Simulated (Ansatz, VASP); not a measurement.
# ZnS: VASP beside Ansatz

```
Zn S
1.0
     4.14248    0.00000    0.00000
    -2.07124    3.58749    0.00000
     0.00000    0.00000    5.43245
Zn S
2 2
Cartesian
  0.0000 2.3917 0.0283
  2.0712 1.1958 2.7445
  0.0000 2.3917 1.9196
  2.0712 1.1958 4.6358
```

Alike in both runs: task single point; functional PBE; k mesh 9 × 9 × 4; occupations gaussian, width 0.05 eV; no spin polarisation.

```csv
,VASP,Ansatz
version,VASP 6.6.1,Ansatz 0.2.0
potentials or method,"VASP PAW PBE potentials, release 64 (Zn, S), cutoff 520 eV","scalar-relativistic, plane waves, PAW"
valence electrons in the cell,36,36
```

VASP gave:

| Item | Value |
| --- | --- |
| gap on the k mesh at the Fermi level (eV) | 2.00 |
| least direct gap on the mesh (eV) | 2.00 |
| pressure (GPa) | 15.9 |
| traceless stress, the component that is largest in VASP (GPa) | 43.98 |
| rms of the force components (eV/Å) | 4.080 |

Task: What did Ansatz give for the same quantities?

Result: gap on the k mesh at the Fermi level (eV): 2.00; least direct gap on the mesh (eV): 2.00; pressure (GPa): 15.7; traceless stress, the component that is largest in VASP (GPa): 43.84; rms of the force components (eV/Å): 4.063.

Atom by atom the forces differ by 0.017 eV/Å (rms over components).
